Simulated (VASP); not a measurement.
Here is a VASP 6.6.1 calculation.

File INCAR:

```
  PREC = Accurate
  ENCUT = 520
  EDIFF = 1E-7
  ISMEAR = -1
  SIGMA = 0.1
  LREAL = False
  LASPH = True
  NELM = 150
  ALGO = Normal
  ISIF = 2
  LWAVE = False
  LCHARG = False
  LNONCOLLINEAR = True
  MAGMOM = 0 0 0 0 0 0 0 0 0
  LORBIT = 11
  LSORBIT = True
  GGA_COMPAT = False
  LORBMOM = True
  LMAXMIX = 4
  GGA = PE
  NBANDS = 49
```

KPOINTS

```
Automatic mesh
0
Gamma
  8 8 4
```

File POSCAR:

```
GeAu2
1.0
    3.1734252800      0.0000000000      0.0000000000
   -1.5867126400      2.7482669100      0.0000000000
    0.0000000000      0.0000000000      5.8020201400
Ge Au
1 2
Direct
    0.0000000000      0.0000000000      0.0000000000
    0.3333333300      0.6666666700      0.2500000000
    0.6666666700      0.3333333300      0.7500000000
```

Potentials or basis: VASP PAW PBE potentials, release 64 (Ge_d, Au).

Command:

```bash
$ cat potpaw_PBE.64/Ge_d/POTCAR potpaw_PBE.64/Au/POTCAR > POTCAR
$ mpirun -np 1 vasp_ncl > vasp.out
```

**Question.** Estimate the largest force.

**Answer.** 5.774 eV/Å.

**Question.** What does it give for the pressure?

**Answer.** 44.2 GPa.

**Question.** What does it give for the net moment?

**Answer.** 0.00 μB per cell.

Stress tensor (GPa, compression positive):
```
43.08  0.00  0.00
 0.00 43.08  0.00
 0.00  0.00 46.55
```

Caveat: the cell stands under pressure; forces of over 1 eV/Å act on the atoms, so gaps and moduli don't describe the material at rest.
